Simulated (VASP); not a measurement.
The system is Mg2NCl.

```
Mg N Cl
1.0
     1.64661    0.95067    5.93796
    -1.64661    0.95067    5.93796
     0.00000   -1.90134    5.93796
Mg N Cl
2 1 1
Direct
  0.22291 0.22291 0.22291
  0.77709 0.77709 0.77709
  0.50000 0.50000 0.50000
  0.00000 0.00000 0.00000
```

Base run:

```yaml
Program: VASP 6.6.1
Functional: PBEsol
Potentials_or_basis: VASP PAW PBE potentials, release 64 (Mg, N, Cl)
Cutoff: 520 eV
k_mesh: 6 × 6 × 6
Occupations: fermi-dirac, width 0.001 eV
Spin: no spin polarisation
```

Its results: band gap on the k mesh 2.34 eV; pressure -0.6 GPa; largest force 0.028 eV/Å.

**Question.** After a change of settings the same cell gave: band gap on the k mesh 2.34 eV; pressure -3.5 GPa; largest force 0.031 eV/Å. Which change was it?
A. occupations from fermi-dirac, width 0.001 eV to methfessel-paxton, width 0.336 eV; further incar settings from ALGO = Normal; EDIFF = 1e-07; NBANDS = 16 to ALGO = Normal; EDIFF = 1e-06; NBANDS = 16
B. occupations from fermi-dirac, width 0.001 eV to gaussian, width 0.01 eV; dispersion from none to D3(BJ)
C. occupations from fermi-dirac, width 0.001 eV to gaussian, width 0.01 eV

**Answer.** B.

Caveats: the PAW data sets were made with another functional, which shifts forces and pressure a little; the cell stands under tension (at least some runs).
